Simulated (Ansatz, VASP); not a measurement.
Ga in VASP and in Ansatz

```
Ga
1.0
     2.19801   -3.78857   -0.02351
     2.31269    3.85623    0.09117
     0.06775    0.06775    4.51670
Ga
4
Direct
  0.15250 0.84750 0.07850
  0.65250 0.34750 0.42150
  0.84750 0.15250 0.92150
  0.34750 0.65250 0.57850
```

Change from the starting cell: equal xy, yz and zx shear strains of +3 %.

Alike in both runs: task single point; functional PBE; k mesh 9 × 9 × 8; occupations fermi-dirac, width 0.05 eV; no spin polarisation.

```csv
,VASP,Ansatz
version,VASP 6.6.1,Ansatz 0.2.0
potentials or method,"VASP PAW PBE potentials, release 64 (Ga_d), cutoff 520 eV","all-electron LAPW, scalar-relativistic"
```

|  | VASP | Ansatz | Ansatz less VASP |
| --- | --- | --- | --- |
| pressure (GPa) | 2.5 | 2.5 | -0.03 |
| traceless stress, the component that is largest in VASP (GPa) | 1.70 | 1.67 | -0.032 |
| rms of the force components (eV/Å) | 0.251 | 0.251 | 0.0000 |

Atom by atom the forces differ by 0.001 eV/Å (rms over components). Ansatz ran all-electron here, and VASP with PAW potentials.
